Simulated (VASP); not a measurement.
# Cu2O (Pn-3m) in VASP: further runs, part 2 of 2

VASP 6.6.1. Earlier steps stand in the parts before.

## 3. Electric field gradients, PBE

Contents of INCAR:

```
PREC = Accurate
ENCUT = 520
EDIFF = 1E-8
ISMEAR = -1
SIGMA = 0.01
LREAL = False
LASPH = True
NELM = 120
ALGO = Normal
ISIF = 2
LWAVE = False
LCHARG = False
GGA = PE
LEFG = True
NBANDS = 37
GGA_COMPAT = False
```

Contents of KPOINTS:

```
Automatic mesh
0
Gamma
  7 7 7
```

Contents of POSCAR:

```
Cu2O
1.0
    4.2600000000      0.0000000000      0.0000000000
    0.0000000000      4.2600000000      0.0000000000
    0.0000000000      0.0000000000      4.2600000000
Cu O
4 2
Direct
    0.2500000000      0.2500000000      0.2500000000
    0.2500000000      0.7500000000      0.7500000000
    0.7500000000      0.7500000000      0.2500000000
    0.7500000000      0.2500000000      0.7500000000
    0.0000000000      0.0000000000      0.0000000000
    0.5000000000      0.5000000000      0.5000000000
```

Potentials or basis: VASP PAW PBE potentials, release 64 (Cu, O).

Started as:

```sh
$ cat potpaw_PBE.64/Cu/POTCAR potpaw_PBE.64/O/POTCAR > POTCAR
$ mpirun -np 1 vasp_std > vasp.out
```

OUTCAR:

```text
PREC = Accurate
   ENCUT = 520
   EDIFF = 1E-8
   ISMEAR = -1
   LREAL = False
   LASPH = True
   NELM = 120
   ISIF = 2
   GGA = PE

 ion  position               nearest neighbor table
   1  0.250  0.250  0.250-   5 1.84   6 1.84
   2  0.250  0.750  0.750-   5 1.84   6 1.84
   3  0.750  0.750  0.250-   5 1.84   6 1.84
   4  0.750  0.250  0.750-   5 1.84   6 1.84
   5  0.000  0.000  0.000-   1 1.84   2 1.84   3 1.84   4 1.84
   6  0.500  0.500  0.500-   1 1.84   2 1.84   3 1.84   4 1.84

  LATTYP: Found a simple cubic cell.
 ALAT       =     4.2600000000

  Lattice vectors:

 A1 = (   4.2600000000,   0.0000000000,   0.0000000000)
 A2 = (   0.0000000000,   4.2600000000,   0.0000000000)
 A3 = (   0.0000000000,   0.0000000000,   4.2600000000)

Analysis of symmetry for initial positions (statically):
=====================================================================
 Subroutine PRICEL returns:
 Original cell was already a primitive cell.

 Routine SETGRP: Setting up the symmetry group for a
 simple cubic supercell.

 Subroutine GETGRP returns: Found 48 space group operations
[... 1005 lines left out ...]
    total drift:                               -0.000000      0.000000      0.000000

  FREE ENERGIE OF THE ION-ELECTRON SYSTEM (eV)
  ---------------------------------------------------
  free  energy   TOTEN  =       -27.2543613079 eV

  energy  without entropy=      -27.2543613079  energy(sigma->0) =      -27.25436131

 Electric field gradients (V/A^2)
---------------------------------------------------------------------
 ion       V_xx      V_yy      V_zz      V_xy      V_xz      V_yz
---------------------------------------------------------------------
   1      -0.000    -0.000     0.000   -33.254   -33.254   -33.254
   2      -0.000    -0.000    -0.000    33.254    33.254   -33.254
   3      -0.000    -0.000     0.000   -33.254    33.254    33.254
   4      -0.000    -0.000     0.000    33.254   -33.254    33.254
   5      -0.000    -0.000     0.000     0.000     0.000    -0.000
   6      -0.000    -0.000     0.000     0.000     0.000     0.000
---------------------------------------------------------------------

 Electric field gradients after diagonalization (V/A^2)
 (convention: |V_zz| > |V_xx| > |V_yy|)
----------------------------------------------------------------------
 ion       V_xx      V_yy      V_zz     asymmetry (V_yy - V_xx)/ V_zz
----------------------------------------------------------------------
   1      33.254    33.254   -66.509       0.000
   2      33.254    33.254   -66.509       0.000
   3      33.254    33.254   -66.509       0.000
   4      33.254    33.254   -66.509       0.000
   5      -0.000     0.000    -0.000      -1.279
   6       0.000    -0.000    -0.000       0.948
----------------------------------------------------------------------

           NMR quadrupolar parameters

 Cq : quadrupolar parameter    Cq=e*Q*V_zz/h
 eta: asymmetry parameters     (V_yy - V_xx)/ V_zz
 Q  : nuclear electric quadrupole moment in mb (millibarn)
----------------------------------------------------------------------
 ion       Cq(MHz)       eta       Q (mb)
----------------------------------------------------------------------
   1      -0.161       0.000       1.000
   2      -0.161       0.000       1.000
   3      -0.161       0.000       1.000
   4      -0.161       0.000       1.000
   5      -0.000      -1.279       1.000
   6      -0.000       0.948       1.000
----------------------------------------------------------------------
```

OSZICAR:

```text
N       E                     dE             d eps       ncg     rms          rms(c)
DAV:   1     0.545619040523E+03    0.54562E+03   -0.25081E+04  1480   0.238E+03
DAV:   2     0.620014001370E+02   -0.48362E+03   -0.46006E+03  1480   0.456E+02
DAV:   3    -0.276948685096E+02   -0.89696E+02   -0.85395E+02  1891   0.216E+02
DAV:   4    -0.333229817154E+02   -0.56281E+01   -0.55370E+01  2150   0.616E+01
DAV:   5    -0.333820767372E+02   -0.59095E-01   -0.59068E-01  1979   0.757E+00    0.185E+01
DAV:   6    -0.304229542294E+02    0.29591E+01   -0.52437E+01  1950   0.134E+02    0.124E+01
DAV:   7    -0.271996545985E+02    0.32233E+01   -0.13654E+01  1930   0.867E+01    0.315E+00
DAV:   8    -0.272825181654E+02   -0.82864E-01   -0.15794E+00  1773   0.707E+00    0.162E+00
DAV:   9    -0.272618196342E+02    0.20699E-01   -0.91754E-02  1967   0.396E+00    0.648E-01
DAV:  10    -0.272552856865E+02    0.65339E-02   -0.36659E-02  2057   0.296E+00    0.268E-01
DAV:  11    -0.272544194800E+02    0.86621E-03   -0.56041E-03  2366   0.869E-01    0.713E-02
DAV:  12    -0.272543547493E+02    0.64731E-04   -0.81233E-04  1963   0.284E-01    0.178E-02
DAV:  13    -0.272543621132E+02   -0.73639E-05   -0.82752E-05  2019   0.138E-01    0.762E-03
DAV:  14    -0.272543614458E+02    0.66747E-06   -0.92875E-06  1883   0.585E-02    0.238E-03
DAV:  15    -0.272543613327E+02    0.11303E-06   -0.18952E-06  2166   0.147E-02    0.120E-03
DAV:  16    -0.272543612992E+02    0.33565E-07   -0.96694E-08  1971   0.344E-03    0.301E-04
DAV:  17    -0.272543613079E+02   -0.87157E-08   -0.69492E-09   951   0.755E-04
   1 F= -.27254361E+02 E0= -.27254361E+02  d E =-.101705E-12
```

Wall time 33 s (1 thread of Intel Xeon 6975P-C (Granite Rapids), shared host); peak memory 0.2 GiB.

What came out:

- Free energy: -27.2544 eV
- Pressure: 4.0 GPa
- Band gap on the k mesh: 0.54 eV, direct

Levels at points of the mesh, in eV from the valence-band top:
```
           k point  band 25  band 26  band 27  band 28  band 29  band 30  band 31  band 32
(0.00, 0.00, 0.00)    -1.57     0.00     0.00     0.00     0.54     1.25     1.25     7.95
```

Electric field gradients, principal values (V/Å²):
```
atom   least  middle  greatest (by size)
1 Cu  33.254  33.254             -66.509
2 Cu  33.254  33.254             -66.509
3 Cu  33.254  33.254             -66.509
4 Cu  33.254  33.254             -66.509
 5 O   0.000   0.000               0.000
 6 O   0.000   0.000               0.000
```

Caveat: without QUAD_EFG the Cq values of the log hold for a quadrupole moment of 1 mb, not for the nuclei. A k mesh can miss the band edges.
